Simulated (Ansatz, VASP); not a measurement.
**SrNb: VASP beside Ansatz**

```
Sr Nb
1.0
     0.00000    2.90837    2.90837
     2.90837    0.00000    2.90837
     2.90837    2.90837    0.00000
Sr Nb
1 1
Direct
  0.00000 0.00000 0.00000
  0.50000 0.50000 0.50000
```

Alike in both runs: task relaxation of cell and atoms; functional PBE; k mesh 6 × 6 × 6; occupations gaussian, width 0.1 eV; no spin polarisation.

|  | VASP | Ansatz |
| --- | --- | --- |
| version | VASP 6.6.1 | Ansatz 0.2.0 |
| potentials or method | VASP PAW PBE potentials, release 64 (Sr_sv, Nb_sv), cutoff 600 eV | scalar-relativistic, plane waves, PAW |
| valence electrons in the cell | 23 | 23 |

```tsv
	VASP	Ansatz	Ansatz less VASP
gap on the k mesh at the Fermi level, each at its own relaxed structure (eV)	none	none	-
relaxed volume (Å³/atom)	31.62	31.22	-0.405
relaxed cell length with the largest relative difference (Å)	4.472	4.453	-0.0192
```

A gap of «none» marks a metal or a gap that the smearing closes.

Noted on VASP's run: the volume moved by over 15 % at a fixed basis, so the end points are rough.
